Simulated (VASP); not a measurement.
# LiSiP (Cmmm) in VASP: further runs

The runs below take LiSiP through single point, with HSE06.

Program: VASP 6.6.1. These are calculated values, not measurements. Logs are shortened: lines on timing, memory, paths and dates and some standing lists are left out, and cuts for length are marked.

## 1. The cell of the first run

It takes space group Cmmm (No. 65, orthorhombic). The conventional cell has a = 4.058 Å, b = 4.320 Å, c = 5.445 Å, α = 90.00°, β = 90.00°, γ = 90.00°. Li (site symmetry mmm) has 2 Si at 2.72 Å and 4 Li at 2.96 Å and 8 P at 3.40 to 3.48 Å within 3.6 Å. Within 2.8 Å of Si (site symmetry mmm) lie 4 P at 2.03 to 2.16 Å and 2 Li at 2.72 Å. Within 2.7 Å of P (site symmetry mmm) lie 4 Si at 2.03 to 2.16 Å.

## 2. Single point, HSE06

POSCAR

```
LiSiP
1.0
    2.0288322600     -2.1599019800      0.0000000000
    2.0288322600      2.1599019800      0.0000000000
    0.0000000000      0.0000000000      5.4450453500
Li Si P
1 1 1
Direct
    0.5000000000      0.5000000000      0.5000000000
    0.5000000000      0.5000000000      0.0000000000
    0.0000000000      0.0000000000      0.0000000000
```

INCAR.step1

```
PREC = Accurate
ENCUT = 520
EDIFF = 1E-5
ISMEAR = 1
SIGMA = 0.05
LREAL = F
LASPH = T
NELM = 80
ALGO = Normal
ISIF = 2
LWAVE = T
LCHARG = F
GGA = PE
NBANDS = 13
```

INCAR.step2

```
PREC = Accurate
ENCUT = 520
EDIFF = 1E-6
ISMEAR = 1
SIGMA = 0.05
LREAL = F
LASPH = T
NELM = 80
ALGO = Normal
ISIF = 2
LWAVE = F
LCHARG = F
GGA = PE
LHFCALC = T
HFSCREEN = 0.2079
PRECFOCK = Normal
ISTART = 1
NBANDS = 13
```

KPOINTS

```
regular mesh
0
Gamma
  5 5 3
```

Potentials or basis: VASP PAW PBE potentials, release 64 (Li_sv, Si, P).

The run is started by

```console
$ cat potpaw_PBE.64/Li_sv/POTCAR potpaw_PBE.64/Si/POTCAR potpaw_PBE.64/P/POTCAR > POTCAR
$ cp INCAR.step1 INCAR
$ mpirun -np 1 vasp_std > vasp.out
$ cp INCAR.step2 INCAR
$ mpirun -np 1 vasp_std > vasp.out
```

OUTCAR:

```text
PREC = Accurate
   ENCUT = 520
   EDIFF = 1E-6
   ISMEAR = 1
   LREAL = F
   LASPH = T
   NELM = 80
   ISIF = 2
   GGA = PE
   LHFCALC = T
   HFSCREEN = 0.2079
   PRECFOCK = Normal
   ISTART = 1

 ion  position               nearest neighbor table
   1  0.500  0.500  0.500-   2 2.72   2 2.72
   2  0.500  0.500  0.000-   3 2.03   3 2.03   3 2.16   3 2.16   1 2.72   1 2.72
   3  0.000  0.000  0.000-   2 2.03   2 2.03   2 2.16   2 2.16

  LATTYP: Found a base centered orthorhombic cell.
 ALAT       =     4.0576645200
 B/A-ratio  =     1.0646035272
 C/A-ratio  =     1.3419161005

  Lattice vectors:

 A1 = (   2.0288322600,  -2.1599019800,   0.0000000000)
 A2 = (   2.0288322600,   2.1599019800,   0.0000000000)
 A3 = (   0.0000000000,   0.0000000000,   5.4450453500)

Analysis of symmetry for initial positions (statically):
=====================================================================
 Subroutine PRICEL returns:
 Original cell was already a primitive cell.

 Routine SETGRP: Setting up the symmetry group for a
 base centered orthorhombic supercell.

 Subroutine GETGRP returns: Found  8 space group operations
 (whereof  8 operations were pure point group operations)
 out of a pool of  8 trial point group operations.

The static configuration has the point symmetry D_2h.

Analysis of symmetry for dynamics (positions and initial velocities):
=====================================================================
 Subroutine PRICEL returns:
 Original cell was already a primitive cell.

 Routine SETGRP: Setting up the symmetry group for a
 base centered orthorhombic supercell.

 Subroutine GETGRP returns: Found  8 space group operations
 (whereof  8 operations were pure point group operations)
 out of a pool of  8 trial point group operations.

The dynamic configuration has the point symmetry D_2h.

 Subroutine INISYM returns: Found  8 space group operations
 (whereof  8 operations are pure point group operations),
 and found     1 'primitive' translations

----------------------------------------------------------------------------------------

                                     Primitive cell

  volume of cell :      47.7212

  direct lattice vectors                    reciprocal lattice vectors
     2.028832260 -2.159901980  0.000000000     0.246447185 -0.231491987  0.000000000
     2.028832260  2.159901980  0.000000000     0.246447185  0.231491987  0.000000000
     0.000000000  0.000000000  5.445045350     0.000000000  0.000000000  0.183653200

  length of vectors
     2.963332061  2.963332061  5.445045350     0.338119439  0.338119439  0.183653200

  position of ions in fractional coordinates (direct lattice)
     0.500000000  0.500000000  0.500000000
     0.500000000  0.500000000  0.000000000
     0.000000000  0.000000000  0.000000000

  ion indices of the primitive-cell ions
   primitive index   ion index
                 1           1
                 2           2
                 3           3

----------------------------------------------------------------------------------------

 KPOINTS: regular mesh

Automatic generation of k-mesh.
 Grid dimensions read from file:
 generate k-points for:    5    5    3

 Generating k-lattice:

  Cartesian coordinates                     Fractional coordinates (reciprocal lattice)
     0.049289437 -0.046298397  0.000000000     0.200000000 -0.000000000  0.000000000
     0.049289437  0.046298397  0.000000000    -0.000000000  0.200000000  0.000000000
     0.000000000  0.000000000  0.061217733     0.000000000  0.000000000  0.333333333

  Length of vectors
     0.067623888  0.067623888  0.061217733

  Shift w.r.t. Gamma in fractional coordinates (k-lattice)
     0.000000000  0.000000000  0.000000000

 Subroutine IBZKPT returns following result:
 ===========================================

 Found     18 irreducible k-points:

 Following reciprocal coordinates:
            Coordinates               Weight
  0.000000  0.000000  0.000000      1.000000
  0.200000  0.000000  0.000000      4.000000
  0.400000  0.000000  0.000000      4.000000
  0.200000  0.200000  0.000000      2.000000
  0.400000  0.200000  0.000000      4.000000
 -0.400000  0.200000  0.000000      4.000000
[... 10 lines left out ...]
  0.400000  0.400000  0.333333      4.000000
 -0.400000  0.400000  0.333333      4.000000
   k-points           NKPTS =     18   k-points in BZ     NKDIM =     75   number of bands    NBANDS=     13
   number of dos      NEDOS =    301   number of ions     NIONS =      3
   total plane-waves  NPLWV =  23040
   dimension x,y,z NGX =    24 NGY =   24 NGZ =   40
   dimension x,y,z NGXF=    48 NGYF=   48 NGZF=   80
   ions per type =               1   1   1
   NGX,Y,Z   is equivalent  to a cutoff of  13.46, 13.46, 12.21 a.u.
   NGXF,Y,Z  is equivalent  to a cutoff of  26.93, 26.93, 24.43 a.u.
 SYSTEM =  unknown system
   PREC   = accura    normal or accurate (medium, high low for compatibility)
   ISTART =      1    job   : 0-new  1-cont  2-samecut
   ICHARG =      0    charge: 1-file 2-atom 10-const
   ISPIN  =      1    spin polarized calculation?
   LNONCOLLINEAR =      F non collinear calculations
   LSORBIT =      F    spin-orbit coupling
   LASPH  =      T    aspherical Exc in radial PAW
   ENCUT  =  520.0 eV  38.22 Ry    6.18 a.u.   5.51  5.51 10.12*2*pi/ulx,y,z
   NELM   =     80;   NELMIN=  2; NELMDL=  0     # of ELM steps
   EDIFF  = 0.1E-05   stopping-criterion for ELM
   LREAL  =      F    real-space projection
   EDIFFG = 0.1E-04   stopping-criterion for IOM
   NSW    =      0    number of steps for IOM
   IBRION =     -1    ionic relax: 0-MD 1-quasi-New 2-CG
   NFREE  =      0    steps in history (QN), initial steepest desc. (CG)
   ISIF   =      2    stress and relaxation
   ISYM   =      3    0-nonsym 1-usesym 2-fastsym
   POTIM  = 0.5000    time-step for ionic-motion
   TEBEG  =    0.0;   TEEND  =   0.0 temperature during run
   PSTRESS=    0.0 pullay stress
   NELECT =      12.0000    total number of electrons
   NUPDOWN=      -1.0000    fix difference up-down
   EMIN   =  10.00;   EMAX   =-10.00  energy-range for DOS
   EFERMI =   0.00;   METHOD = LEGACY
   ISMEAR =     1;   SIGMA  =   0.05  broadening in eV -4-tet -1-fermi 0-gaus
   EFERMI_NEDOS =   21; number of points for ismear=-14 and -15
   IALGO  =     38    algorithm
   IMIX   =      1    mixing-type and parameters
     AMIX     =   0.40;   BMIX     =  1.00
     AMIX_MAG =   1.60;   BMIX_MAG =  1.00
  volume/ion in A,a.u.               =      15.91       107.35
  Fermi-wavevector in a.u.,A,eV,Ry     =   1.033312  1.952676 14.527391  1.067733
  Thomas-Fermi vector in A             =   2.167552
   LORBIT       =      0    0 simple, 1 ext, 2 COOP (PROOUT), +10 PAW based schemes
   GGA     = PE    functional components
   LHFCALC =     T    Hartree Fock is set to
   PRECFOCK=normal    Normal, Fast or Accurate (Low or Medium for compatibility)
   ENCUT4O =  -1.0   cutoff for four orbital integrals eV
   NKREDX  =     1    reduce k-point grid by
   NKREDY  =     1    reduce k-point grid by
   NKREDZ  =     1    reduce k-point grid by
   AEXX    =    0.2500 exact exchange contribution
   HFSCREEN=    0.2079 screening length (either q_TF or 0.3 A-1)
   HFSCREENC=   0.2079 screening length for correlation (either q_TF or 0.3 A-1)
   ENCUTFOCK=  -1.0 apply spherical cutoff to Coloumb kernel
   IVDW    =     0    specifies the selected vdW correction
   LEPSILON=     F    determine dielectric tensor
   LRPA    =     F    only Hartree local field effects (RPA)
 non-spin polarized calculation
 Methfessel and Paxton  Order N= 1 SIGMA  =   0.05
  energy-cutoff  :      520.00
  volume of cell :       47.72
 maximum number of plane-waves:      1302
 NGX is ok and might be reduce to    24
  NGX = 18; NGY = 18; NGZ = 32

 number of electron      12.0000002 magnetization

 Free energy of the ion-electron system (eV)
  ---------------------------------------------------
  ext. energy  EPLUGINS =         0.00000000
  ---------------------------------------------------
  free energy    TOTEN  =       -12.22750869 eV

  energy without entropy =      -12.22705830  energy(sigma->0) =      -12.22735856

 E-fermi :   6.2649     XC(G=0):  -7.7447

 val. band max:        6.2158673950   @ k =   0.4000   0.4000   0.0000
 cond. band min:       6.2664315215   @ k =   0.4000   0.4000   0.3333
 fundamental gap:      0.0505641265
 Fermi energy:         6.2649091390

 k-point     1 :       0.0000    0.0000    0.0000
  band No.  band energies     occupation
      1     -44.9663      2.00000
      2     -11.7848      2.00000
      3      -1.1847      2.00000
      4       2.4877      2.00000
      5       3.8591      2.00000
      6       4.1961      2.00000
      7       8.1855      0.00000
      8       9.7033      0.00000
      9      12.7070      0.00000
     10      15.7774      0.00000
     11      16.1170      0.00000
     12      16.1896      0.00000
     13      16.7598      0.00000

 k-point     2 :       0.2000    0.0000    0.0000
  band No.  band energies     occupation
      1     -44.9636      2.00000
      2     -11.0924      2.00000
      3      -0.7645      2.00000
      4      -0.4839      2.00000
      5       3.7665      2.00000
      6       4.8154      2.00000
      7       9.5654      0.00000
      8       9.7594      0.00000
      9      12.8609      0.00000
     10      13.4188      0.00000
     11      14.6803      0.00000
     12      15.1418      0.00000
     13      16.6275      0.00000
[... 225 lines left out ...]
 k-point    17 :       0.4000    0.4000    0.3333
  band No.  band energies     occupation
      1     -44.9524      2.00000
      2      -6.2441      2.00000
      3      -3.1529      2.00000
      4      -3.0092      2.00000
      5       2.2218      2.00000
      6       4.1637      2.00000
      7       6.2664      0.94849
      8       8.2358      0.00000
      9      10.3660      0.00000
     10      12.8770      0.00000
     11      13.1813      0.00000
     12      13.8441      0.00000
     13      16.0542      0.00000

 k-point    18 :      -0.4000    0.4000    0.3333
  band No.  band energies     occupation
      1     -44.9524      2.00000
      2      -6.7639      2.00000
      3      -2.7352      2.00000
      4      -1.8982      2.00000
      5       1.0533      2.00000
      6       3.4889      2.00000
      7       7.6211      0.00000
      8       8.8448      0.00000
      9       9.4327      0.00000
     10      11.9794      0.00000
     11      13.7346      0.00000
     12      14.0399      0.00000
     13      15.7858      0.00000

------------------------ aborting loop because EDIFF is reached ----------------------------------------

  FORCE on cell =-STRESS in cart. coord.  units (eV):
  Direction    XX          YY          ZZ          XY          YZ          ZX
  --------------------------------------------------------------------------------------
  -------------------------------------------------------------------------------------
  Total       17.2891801     14.0215090     -2.6283469      0.0000000      0.0000000      0.0000000
  in kB      580.4613397    470.7536068    -88.2432691      0.0000000      0.0000000      0.0000000
  external PRESSURE =     320.9905591 kB  Pullay stress =       0.0000000 kB

 VOLUME and BASIS-vectors are now :
 -----------------------------------------------------------------------------
  energy-cutoff  :      520.00
  volume of cell :       47.72
      direct lattice vectors                 reciprocal lattice vectors
     2.028832260 -2.159901980  0.000000000     0.246447185 -0.231491987  0.000000000
     2.028832260  2.159901980  0.000000000     0.246447185  0.231491987  0.000000000
     0.000000000  0.000000000  5.445045350     0.000000000  0.000000000  0.183653200

 POSITION                                       TOTAL-FORCE (eV/Angst)
 -----------------------------------------------------------------------------------
      2.02883      0.00000      2.72252        -0.000000     -0.000000      0.000000
      2.02883      0.00000      0.00000         0.000000      0.000000      0.000000
      0.00000      0.00000      0.00000         0.000000      0.000000      0.000000
 -----------------------------------------------------------------------------------
    total drift:                                0.000009      0.000008     -0.000001

  FREE ENERGIE OF THE ION-ELECTRON SYSTEM (eV)
  ---------------------------------------------------
  free  energy   TOTEN  =       -12.2275086920 eV

  energy  without entropy=      -12.2270582990  energy(sigma->0) =      -12.22735856
```

Wall time 8 min (1 thread of Intel Xeon Platinum 8375C at 2.90GHz (Ice Lake), shared host); peak memory 0.26 GiB.

What came out:

```
Free energy            : -12.2275 eV
Band gap on the k mesh : zero (bands 6 and 7 overlap by 1.34 eV)
```

Levels at points of the mesh, in eV from the Fermi level:
```
           k point  band 3  band 4  band 5  band 6  band 7  band 8  band 9  band 10
(0.00, 0.00, 0.00)   -7.45   -3.78   -2.41   -2.07    1.92    3.44    6.44     9.51
```

Caveat: the k points lie up to 0.42 Å⁻¹ apart, too coarse for converged energies and pressures of a metal; the cutoff is under 1.25 times the usual one of these potentials, so pressure, stress and relaxed cells hold a basis-set (Pulay) error; the PAW data sets were made with another functional, which shifts forces and pressure a little.

## 3. Single point, HSE06

POSCAR is that of step 2.

INCAR.step1

```
SYSTEM = LiSiP
PREC = Accurate
ENCUT = 520
EDIFF = 1E-5
ISMEAR = 1
SIGMA = 0.05
LREAL = .FALSE.
LASPH = .TRUE.
NELM = 100
ALGO = Normal
ISIF = 2
LWAVE = .TRUE.
LCHARG = .FALSE.
NBANDS = 13
GGA = PE
```

INCAR.step2

```
SYSTEM = LiSiP
PREC = Accurate
ENCUT = 520
EDIFF = 1E-6
ISMEAR = 1
SIGMA = 0.05
LREAL = .FALSE.
LASPH = .TRUE.
NELM = 100
ALGO = Normal
ISIF = 2
LWAVE = .FALSE.
LCHARG = .FALSE.
GGA = PE
LHFCALC = .TRUE.
HFSCREEN = 0.2079
PRECFOCK = Normal
NBANDS = 13
ISTART = 1
```

KPOINTS

```
Automatic mesh
0
G
  5 5 3
  0 0 0
```

Potentials or basis: VASP PAW PBE potentials, release 64 (Li_sv, Si, P).

The run is started by

```console
$ cat potpaw_PBE.64/Li_sv/POTCAR potpaw_PBE.64/Si/POTCAR potpaw_PBE.64/P/POTCAR > POTCAR
$ cp INCAR.step1 INCAR
$ mpirun -np 1 vasp_std > vasp.out
$ cp INCAR.step2 INCAR
$ mpirun -np 1 vasp_std > vasp.out
```

Wall time 9 min (1 thread of Intel Xeon Platinum 8375C at 2.90GHz (Ice Lake), shared host); peak memory 0.27 GiB.

The run converged. Its results:

```
Free energy            : -12.2275 eV
Band gap on the k mesh : zero (bands 6 and 7 overlap by 1.34 eV)
```

Levels at points of the mesh, in eV from the Fermi level:
```csv
k point,band 4,band 5,band 6,band 7,band 8,band 9
"(0.00, 0.00, 0.00)",-3.78,-2.41,-2.07,1.92,3.44,6.44
```

Caveat: the k points lie up to 0.42 Å⁻¹ apart, too coarse for converged energies and pressures of a metal; the cutoff is under 1.25 times the usual one of these potentials, so pressure, stress and relaxed cells hold a basis-set (Pulay) error; the PAW data sets were made with another functional, which shifts forces and pressure a little.

The gap in the log of VASP goes by the Fermi energy; the results here count the filled bands.